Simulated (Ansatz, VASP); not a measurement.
## Two plane-wave programs on InSb3

```
In Sb
1.0
     4.72846    0.00000    0.00000
     0.00000    4.72846    0.00000
     0.00000    0.00000    4.72846
In Sb
1 3
Direct
  0.00000 0.00000 0.00000
  0.50000 0.00000 0.50000
  0.00000 0.50000 0.50000
  0.50000 0.50000 0.00000
```

Alike in both runs: functional PBEsol; k mesh 10 × 10 × 10; occupations gaussian, width 0.1 eV; no spin polarisation.

Ansatz relaxed the structure, and its values are those at the end. VASP's run is a single point on that final structure, the one shown.

```csv
,VASP,Ansatz
version,VASP 6.6.1,Ansatz 0.2.0
potentials or method,"VASP PAW PBE potentials, release 64 (In_d, Sb), cutoff 520 eV","scalar-relativistic, plane waves, PAW"
valence electrons in the cell,28,58
```

|  | VASP | Ansatz | Ansatz less VASP |
| --- | --- | --- | --- |
| gap on the k mesh at the Fermi level (eV) | none | none | - |
| pressure (GPa) | 0.0 | 0.0 | -0.01 |

VASP's potentials were made for PBE, not for PBEsol, and Ansatz warns of the same on its side. A gap of «none» marks a metal or a gap that the smearing closes. VASP's potentials hold 28 valence electrons a cell and Ansatz's 58, so a difference there can come from the potentials and not from the codes.

Spin-orbit coupling is off throughout.
